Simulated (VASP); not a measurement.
# AlN (F-43m) in VASP: notebook

AlN is run at these levels: PBEsol; tasks: single point.

Everything below comes from runs of VASP 6.6.1. Logs are shortened: lines on timing, memory, paths and dates and some standing lists are left out, and cuts for length are marked.

## (1) The cell of the first run

It takes space group F-43m (No. 216, cubic). Conventional cell: a = 4.317 Å, b = 4.317 Å, c = 4.317 Å, α = 90.00°, β = 90.00°, γ = 90.00°. Within 2.5 Å of Al (site symmetry -43m) lie 4 N at 1.87 Å. Within 2.5 Å of N (site symmetry -43m) lie 4 Al at 1.87 Å.

## (2) Single point, PBEsol (strained)

Contents of INCAR:

```
SYSTEM = AlN
PREC     = Accurate       ! precision mode
ENCUT    = 520            ! plane-wave cutoff, eV
EDIFF    = 1E-7           ! SCF threshold, eV
ISMEAR   = 0              ! smearing method
SIGMA    = 0.02           ! smearing width, eV
LREAL    = .False.        ! projectors in reciprocal space
LASPH    = .True.         ! aspherical terms in the spheres
NELM     = 80             ! most SCF steps
ALGO     = Normal         ! electronic algorithm
ISIF     = 2              ! what is computed and relaxed
LWAVE    = .False.        ! write WAVECAR
LCHARG   = .True.         ! write CHGCAR
GGA      = PS             ! functional
LELF     = .True.         ! ELF
LVHAR    = .True.       
NBANDS   = 11             ! bands
```

Contents of KPOINTS:

```
regular mesh
0
Gamma
  10 10 10
  0 0 0
```

Contents of POSCAR:

```
AlN
1.0
    0.0000000000      2.1583753151      2.1583753151
    2.1583753151      0.0000000000      2.1583753151
    2.1583753151      2.1583753151      0.0000000000
Al N
1 1
Direct
    0.0000000000      0.0000000000      0.0000000000
    0.7500000000      0.7500000000      0.7500000000
```

Potentials or basis: VASP PAW PBE potentials, release 64 (Al, N).

Started as:

```bash
$ cat potpaw_PBE.64/Al/POTCAR potpaw_PBE.64/N/POTCAR > POTCAR
$ mpirun -np 1 vasp_std > vasp.out
```

OUTCAR:

```text
SYSTEM = AlN
   PREC = Accurate
   ENCUT = 520
   EDIFF = 1E-7
   ISMEAR = 0
   LREAL = .False.
   LASPH = .True.
   NELM = 80
   ISIF = 2
   GGA = PS

 ion  position               nearest neighbor table
   1  0.000  0.000  0.000-   2 1.87   2 1.87   2 1.87   2 1.87
   2  0.750  0.750  0.750-   1 1.87   1 1.87   1 1.87   1 1.87

  LATTYP: Found a face centered cubic cell.
 ALAT       =     4.3167506302

  Lattice vectors:

 A1 = (   0.0000000000,   2.1583753151,   2.1583753151)
 A2 = (   2.1583753151,   0.0000000000,   2.1583753151)
 A3 = (   2.1583753151,   2.1583753151,   0.0000000000)

Analysis of symmetry for initial positions (statically):
=====================================================================
 Subroutine PRICEL returns:
 Original cell was already a primitive cell.

 Routine SETGRP: Setting up the symmetry group for a
 face centered cubic supercell.

 Subroutine GETGRP returns: Found 24 space group operations
 (whereof 24 operations were pure point group operations)
 out of a pool of 48 trial point group operations.

The static configuration has the point symmetry T_d .

Analysis of symmetry for dynamics (positions and initial velocities):
=====================================================================
 Subroutine PRICEL returns:
 Original cell was already a primitive cell.

 Routine SETGRP: Setting up the symmetry group for a
 face centered cubic supercell.

 Subroutine GETGRP returns: Found 24 space group operations
 (whereof 24 operations were pure point group operations)
 out of a pool of 48 trial point group operations.

The dynamic configuration has the point symmetry T_d .

 Subroutine INISYM returns: Found 24 space group operations
 (whereof 24 operations are pure point group operations),
 and found     1 'primitive' translations

----------------------------------------------------------------------------------------

                                     Primitive cell

  volume of cell :      20.1099

  direct lattice vectors                    reciprocal lattice vectors
     0.000000000  2.158375315  2.158375315    -0.231655726  0.231655726  0.231655726
     2.158375315  0.000000000  2.158375315     0.231655726 -0.231655726  0.231655726
     2.158375315  2.158375315  0.000000000     0.231655726  0.231655726 -0.231655726

  length of vectors
     3.052403643  3.052403643  3.052403643     0.401239487  0.401239487  0.401239487

  position of ions in fractional coordinates (direct lattice)
     0.000000000  0.000000000  0.000000000
     0.750000000  0.750000000  0.750000000

  ion indices of the primitive-cell ions
[... 79 lines left out ...]
   IBRION =     -1    ionic relax: 0-MD 1-quasi-New 2-CG
   NFREE  =      0    steps in history (QN), initial steepest desc. (CG)
   ISIF   =      2    stress and relaxation
   ISYM   =      2    0-nonsym 1-usesym 2-fastsym
   POTIM  = 0.5000    time-step for ionic-motion
   TEBEG  =    0.0;   TEEND  =   0.0 temperature during run
   PSTRESS=    0.0 pullay stress
   NELECT =       8.0000    total number of electrons
   NUPDOWN=      -1.0000    fix difference up-down
   EMIN   =  10.00;   EMAX   =-10.00  energy-range for DOS
   EFERMI =   0.00;   METHOD = LEGACY
   ISMEAR =     0;   SIGMA  =   0.02  broadening in eV -4-tet -1-fermi 0-gaus
   EFERMI_NEDOS =   21; number of points for ismear=-14 and -15
   IALGO  =     38    algorithm
   IMIX   =      4    mixing-type and parameters
     AMIX     =   0.40;   BMIX     =  1.00
     AMIX_MAG =   1.60;   BMIX_MAG =  1.00
  volume/ion in A,a.u.               =      10.05        67.85
  Fermi-wavevector in a.u.,A,eV,Ry     =   1.204022  2.275272 19.723954  1.449670
  Thomas-Fermi vector in A             =   2.339759
   LORBIT       =      0    0 simple, 1 ext, 2 COOP (PROOUT), +10 PAW based schemes
   GGA     = PS    functional components
   LHFCALC =     F    Hartree Fock is set to
   AEXX    =    0.0000 exact exchange contribution
   IVDW    =     0    specifies the selected vdW correction
   LEPSILON=     F    determine dielectric tensor
   LRPA    =     F    only Hartree local field effects (RPA)
 non-spin polarized calculation
 Gauss-broadening in eV      SIGMA  =   0.02
  energy-cutoff  :      520.00
  volume of cell :       20.11
 maximum number of plane-waves:       552
   NGX = 11   NGY = 11   NGZ = 11

 number of electron       7.9999999 magnetization

 Free energy of the ion-electron system (eV)
  ---------------------------------------------------
  ext. energy  EPLUGINS =         0.00000000
  ---------------------------------------------------
  free energy    TOTEN  =       -15.58699015 eV

  energy without entropy =      -15.58699015  energy(sigma->0) =      -15.58699015

 E-fermi :   6.3450     XC(G=0): -11.2850

 val. band max:        6.2172196638   @ k =   0.0000   0.0000   0.0000
 cond. band min:       9.4196741913   @ k =   0.5000   0.5000   0.0000
 fundamental gap:      3.2024545275
 Fermi energy:         6.3449982642

 k-point     1 :       0.0000    0.0000    0.0000
  band No.  band energies     occupation
      1      -8.9505      2.00000
      2       6.2172      2.00000
      3       6.2172      2.00000
      4       6.2172      2.00000
      5      10.6655      0.00000
      6      19.0370      0.00000
      7      19.0370      0.00000
      8      19.0370      0.00000
      9      24.0882      0.00000
     10      24.0882      0.00000
     11      25.5121      0.00000
[... 309 lines left out ...]
 k-point    24 :       0.4000    0.3000    0.0000
  band No.  band energies     occupation
      1      -6.8142      2.00000
      2       1.9628      2.00000
      3       4.4598      2.00000
      4       4.7725      2.00000
      5      11.0928      0.00000
      6      15.8546      0.00000
      7      18.8290      0.00000
      8      21.0942      0.00000
      9      21.6316      0.00000
     10      27.8235      0.00000
     11      30.2831      0.00000

 [... further k-points ...]
[... 5 lines left out ...]
  --------------------------------------------------------------------------------------
  -------------------------------------------------------------------------------------
  Total        1.1527692      1.1527692      1.1527692      0.0000000      0.0000000      0.0000000
  in kB       91.8421500     91.8421500     91.8421500      0.0000000      0.0000000      0.0000000
  external PRESSURE =      91.8421500 kB  Pullay stress =       0.0000000 kB

 VOLUME and BASIS-vectors are now :
 -----------------------------------------------------------------------------
  energy-cutoff  :      520.00
  volume of cell :       20.11
      direct lattice vectors                 reciprocal lattice vectors
     0.000000000  2.158375315  2.158375315    -0.231655726  0.231655726  0.231655726
     2.158375315  0.000000000  2.158375315     0.231655726 -0.231655726  0.231655726
     2.158375315  2.158375315  0.000000000     0.231655726  0.231655726 -0.231655726

 POSITION                                       TOTAL-FORCE (eV/Angst)
 -----------------------------------------------------------------------------------
      0.00000      0.00000      0.00000         0.000000      0.000000      0.000000
      3.23756      3.23756      3.23756        -0.000000     -0.000000     -0.000000
 -----------------------------------------------------------------------------------
    total drift:                               -0.000000     -0.000000     -0.000000

  FREE ENERGIE OF THE ION-ELECTRON SYSTEM (eV)
  ---------------------------------------------------
  free  energy   TOTEN  =       -15.5869901456 eV

  energy  without entropy=      -15.5869901456  energy(sigma->0) =      -15.58699015
```

OSZICAR:

```text
N       E                     dE             d eps       ncg     rms          rms(c)
DAV:   1     0.957964531313E+01    0.95796E+01   -0.37935E+03  1074   0.602E+02
DAV:   2    -0.170430072866E+02   -0.26623E+02   -0.25686E+02  1239   0.138E+02
DAV:   3    -0.178872167270E+02   -0.84421E+00   -0.84302E+00  1262   0.226E+01
DAV:   4    -0.178914574568E+02   -0.42407E-02   -0.42404E-02  1181   0.176E+00
DAV:   5    -0.178915038539E+02   -0.46397E-04   -0.46397E-04  1262   0.178E-01    0.848E+00
DAV:   6    -0.156318687461E+02    0.22596E+01   -0.10761E+01  1199   0.165E+01    0.290E+00
DAV:   7    -0.156052220717E+02    0.26647E-01   -0.16993E-01  1172   0.312E+00    0.207E+00
DAV:   8    -0.155881186917E+02    0.17103E-01   -0.26015E-02  1154   0.150E+00    0.551E-01
DAV:   9    -0.155869755810E+02    0.11431E-02   -0.32808E-03  1226   0.353E-01    0.233E-01
DAV:  10    -0.155869875811E+02   -0.12000E-04   -0.23819E-04  1154   0.104E-01    0.118E-02
DAV:  11    -0.155869901387E+02   -0.25576E-05   -0.20820E-06  1247   0.123E-02    0.142E-02
DAV:  12    -0.155869901456E+02   -0.68561E-08   -0.17860E-07  1157   0.348E-03
   1 F= -.15586990E+02 E0= -.15586990E+02  d E =-.634375E-22
```

stdout:

```text
POSCAR found type information on POSCAR AlN
 POSCAR found :  2 types and       2 ions
 scaLAPACK will be used
 -----------------------------------------------------------------------------
|                                                                             |
|                                                                             |
|     You enforced a specific xc type in the INCAR file but a different       |
|     I HOPE YOU KNOW WHAT YOU ARE DOING!                                     |
|                                                                             |
 -----------------------------------------------------------------------------

 LDA part: xc-table for (Slater+PW92), standard interpolation
 POSCAR, INCAR and KPOINTS ok, starting setup
 FFT: planning ... GRIDC
 FFT: planning ... GRID_SOFT
 FFT: planning ... GRID
 WAVECAR not read
 entering main loop
```

Run time: 8.2 s. Hardware: 1 thread of Intel Xeon Platinum 8259CL at 2.50GHz (Skylake/Cascade Lake), shared host; peak memory 0.13 GiB.

Results:

```yaml
Free_energy: -15.5870 eV
Pressure: 9.2 GPa
Band_gap_on_the_k_mesh: 3.20 eV, indirect (least direct gap 4.45 eV)
```

Levels at points of the mesh, in eV from the valence-band top:
| k point | band 2 | band 3 | band 4 | band 5 | band 6 | band 7 |
| --- | --- | --- | --- | --- | --- | --- |
| (0.00, 0.00, 0.00) | 0.00 | 0.00 | 0.00 | 4.45 | 12.82 | 12.82 |
| (0.50, 0.00, 0.00) | -6.06 | -0.49 | -0.49 | 7.61 | 10.01 | 11.26 |
| (0.50, 0.50, 0.00) | -5.06 | -1.83 | -1.83 | 3.20 | 8.69 | 14.36 |

Caveat: the cell differs from its parent crystal (strained); the PAW data sets were made with another functional, which shifts forces and pressure a little.

## (3) Single point, PBEsol

This run uses another cell than the first one, of 10.15 Å³/atom, 1.009 times its volume.

Contents of INCAR:

```
SYSTEM = AlN
PREC = Accurate
ENCUT = 520
EDIFF = 1E-6
ISMEAR = 0
SIGMA = 0.01
LREAL = .False.
LASPH = .True.
NELM = 80
ALGO = Normal
ISIF = 2
LWAVE = .False.
LCHARG = .False.
GGA = PS
NBANDS = 11
```

KPOINTS is that of step 2.

Contents of POSCAR:

```
AlN
1.0
    0.0000000000      2.1650432532      2.1650432532
    2.1650432532      0.0000000000      2.1650432532
    2.1650432532      2.1650432532      0.0000000000
Al N
1 1
Direct
    0.0000000000      0.0000000000      0.0000000000
    0.7500000000      0.7500000000      0.7500000000
```

Potentials or basis: VASP PAW PBE potentials, release 64 (Al, N).

Started as:

```bash
$ cat potpaw_PBE.64/Al/POTCAR potpaw_PBE.64/N/POTCAR > POTCAR
$ mpirun -np 1 vasp_std > vasp.out
```

Run time: 4.5 s. Hardware: 1 thread of Intel Xeon Platinum 8559C (Emerald Rapids), shared host; peak memory 0.13 GiB.

It converged, with:

* Free energy: -15.5966 eV
* Pressure: 7.0 GPa
* Band gap on the k mesh: 3.20 eV, indirect (least direct gap 4.37 eV)

Levels at points of the mesh, in eV from the valence-band top:
```tsv
k point	band 2	band 3	band 4	band 5	band 6	band 7
(0.00, 0.00, 0.00)	0.00	0.00	0.00	4.37	12.73	12.73
(0.50, 0.00, 0.00)	-6.02	-0.48	-0.48	7.52	9.94	11.20
(0.50, 0.50, 0.00)	-5.03	-1.82	-1.82	3.20	8.64	14.23
```

Caveat: the PAW data sets were made with another functional, which shifts forces and pressure a little. A k mesh can miss the band edges.

## (4) Single point, PBEsol (volume scaled by 0.98)

Contents of INCAR:

```
SYSTEM = AlN
PREC = Accurate
ENCUT = 520
EDIFF = 1E-7
ISMEAR = 0
SIGMA = 0.01
LREAL = .FALSE.
LASPH = .TRUE.
NELM = 60
ALGO = Normal
ISIF = 2
LWAVE = .FALSE.
LCHARG = .TRUE.
GGA = PS
LELF = .TRUE.
LVHAR = .TRUE.
NBANDS = 11
```

Contents of KPOINTS:

```
Automatic mesh
0
G
  10 10 10
  0 0 0
```

Contents of POSCAR:

```
AlN
1.0
    0.0000000000      2.1741493606      2.1741493606
    2.1741493606      0.0000000000      2.1741493606
    2.1741493606      2.1741493606      0.0000000000
Al N
1 1
Direct
    0.0000000000      0.0000000000      0.0000000000
    0.7500000000      0.7500000000      0.7500000000
```

Potentials or basis: VASP PAW PBE potentials, release 64 (Al, N).

Started as:

```bash
$ cat potpaw_PBE.64/Al/POTCAR potpaw_PBE.64/N/POTCAR > POTCAR
$ mpirun -np 1 vasp_std > vasp.out
```

OUTCAR:

```text
SYSTEM = AlN
   PREC = Accurate
   ENCUT = 520
   EDIFF = 1E-7
   ISMEAR = 0
   LREAL = .FALSE.
   LASPH = .TRUE.
   NELM = 60
   ISIF = 2
   GGA = PS

 ion  position               nearest neighbor table
   1  0.000  0.000  0.000-   2 1.88   2 1.88   2 1.88   2 1.88
   2  0.750  0.750  0.750-   1 1.88   1 1.88   1 1.88   1 1.88

  LATTYP: Found a face centered cubic cell.
 ALAT       =     4.3482987212

  Lattice vectors:

 A1 = (   0.0000000000,   2.1741493606,   2.1741493606)
 A2 = (   2.1741493606,   0.0000000000,   2.1741493606)
 A3 = (   2.1741493606,   2.1741493606,   0.0000000000)
[... 512 lines left out ...]
      7      18.3455      0.00000
      8      20.6425      0.00000
      9      21.1614      0.00000
     10      27.3597      0.00000
     11      29.6998      0.00000

 [... further k-points ...]
[... 5 lines left out ...]
  --------------------------------------------------------------------------------------
  -------------------------------------------------------------------------------------
  Total        0.5402469      0.5402469      0.5402469      0.0000000      0.0000000      0.0000000
  in kB       42.1118908     42.1118908     42.1118908      0.0000000      0.0000000      0.0000000
  external PRESSURE =      42.1118908 kB  Pullay stress =       0.0000000 kB

 VOLUME and BASIS-vectors are now :
 -----------------------------------------------------------------------------
  energy-cutoff  :      520.00
  volume of cell :       20.55
      direct lattice vectors                 reciprocal lattice vectors
     0.000000000  2.174149361  2.174149361    -0.229975000  0.229975000  0.229975000
     2.174149361  0.000000000  2.174149361     0.229975000 -0.229975000  0.229975000
     2.174149361  2.174149361  0.000000000     0.229975000  0.229975000 -0.229975000

 POSITION                                       TOTAL-FORCE (eV/Angst)
 -----------------------------------------------------------------------------------
      0.00000      0.00000      0.00000         0.000000      0.000000      0.000000
      3.26122      3.26122      3.26122        -0.000000     -0.000000     -0.000000
 -----------------------------------------------------------------------------------
    total drift:                               -0.000000     -0.000000     -0.000000

  FREE ENERGIE OF THE ION-ELECTRON SYSTEM (eV)
  ---------------------------------------------------
  free  energy   TOTEN  =       -15.6057270184 eV

  energy  without entropy=      -15.6057270184  energy(sigma->0) =      -15.60572702
```

stdout:

```text
POSCAR found type information on POSCAR AlN
 POSCAR found :  2 types and       2 ions
 scaLAPACK will be used
 -----------------------------------------------------------------------------
|                                                                             |
|                                                                             |
|     You enforced a specific xc type in the INCAR file but a different       |
|     I HOPE YOU KNOW WHAT YOU ARE DOING!                                     |
|                                                                             |
 -----------------------------------------------------------------------------

 LDA part: xc-table for (Slater+PW92), standard interpolation
 POSCAR, INCAR and KPOINTS ok, starting setup
 FFT: planning ... GRIDC
 FFT: planning ... GRID_SOFT
 FFT: planning ... GRID
 WAVECAR not read
 entering main loop
```

It took 4.8 s on 1 thread of Intel Xeon Platinum 8559C (Emerald Rapids), shared host; peak memory 0.13 GiB.

Results:

* Free energy: -15.6057 eV
* Pressure: 4.2 GPa
* Band gap on the k mesh: 3.19 eV, indirect (least direct gap 4.25 eV)

Caveat: the cell differs from its parent crystal (volume scaled by 0.98); the PAW data sets were made with another functional, which shifts forces and pressure a little. A k mesh can miss the band edges.

## (5) Single point, PBEsol

This run uses another cell than the first one, of 10.49 Å³/atom, 1.043 times its volume.

Contents of INCAR:

```
SYSTEM = AlN
PREC = Accurate ; ENCUT = 520
EDIFF = 1E-7 ; ISMEAR = 0
SIGMA = 0.02 ; LREAL = .FALSE.
LASPH = .TRUE. ; NELM = 100
ALGO = Normal ; ISIF = 2
LWAVE = .FALSE. ; LCHARG = .FALSE.
GGA = PS ; NBANDS = 11
```

KPOINTS is that of step 4.

Contents of POSCAR:

```
AlN
1.0
    0.0000000000      2.1888400046      2.1888400046
    2.1888400046      0.0000000000      2.1888400046
    2.1888400046      2.1888400046      0.0000000000
Al N
1 1
Direct
    0.0000000000      0.0000000000      0.0000000000
    0.7500000000      0.7500000000      0.7500000000
```

Started as:

```bash
$ cat potpaw_PBE.64/Al/POTCAR potpaw_PBE.64/N/POTCAR > POTCAR
$ mpirun -np 1 vasp_std > vasp.out
```

It took 4.8 s on 1 thread of Intel Xeon Platinum 8559C (Emerald Rapids), shared host; peak memory 0.13 GiB.

The run converged. Its results:

| Item | Value |
| --- | --- |
| Free energy | -15.6114 eV |
| Pressure | 0.0 GPa |
| Band gap on the k mesh | 3.18 eV, indirect (least direct gap 4.07 eV) |

Levels at points of the mesh, in eV from the valence-band top:
```csv
k point,band 1,band 2,band 3,band 4,band 5,band 6,band 7,band 8,band 9
"(0.00, 0.00, 0.00)",-14.92,0.00,0.00,0.00,4.07,12.40,12.40,12.40,17.53
"(0.50, 0.00, 0.00)",-12.86,-5.88,-0.48,-0.48,7.23,9.72,10.99,10.99,17.74
"(0.50, 0.50, 0.00)",-12.22,-4.93,-1.78,-1.78,3.18,8.44,13.78,15.54,15.54
```

Caveat: the PAW data sets were made with another functional, which shifts forces and pressure a little.

## (6) Overview

| cell | smearing | gap on the mesh (eV) | pressure (GPa) |
| --- | --- | --- | --- |
| a = 3.052 Å, angles 60.0°, 2 atoms | gaussian 0.02 eV | 3.20 | 9.2 |
| a = 3.062 Å, angles 60.0°, 2 atoms | gaussian 0.01 eV | 3.20 | 7.0 |
| a = 3.075 Å, angles 60.0°, 2 atoms | gaussian 0.01 eV | 3.19 | 4.2 |
| a = 3.095 Å, angles 60.0°, 2 atoms | gaussian 0.02 eV | 3.18 | 0.0 |

Alike in all rows: task single point; level PBEsol; potentials or basis VASP PAW PBE potentials, release 64 (Al, N); no spin polarisation; k mesh 10 × 10 × 10; cutoff (eV) 520.

Caveats: the PAW data sets were made with another functional, which shifts forces and pressure a little.

Absolute energies hang on the potentials; compare differences alone.
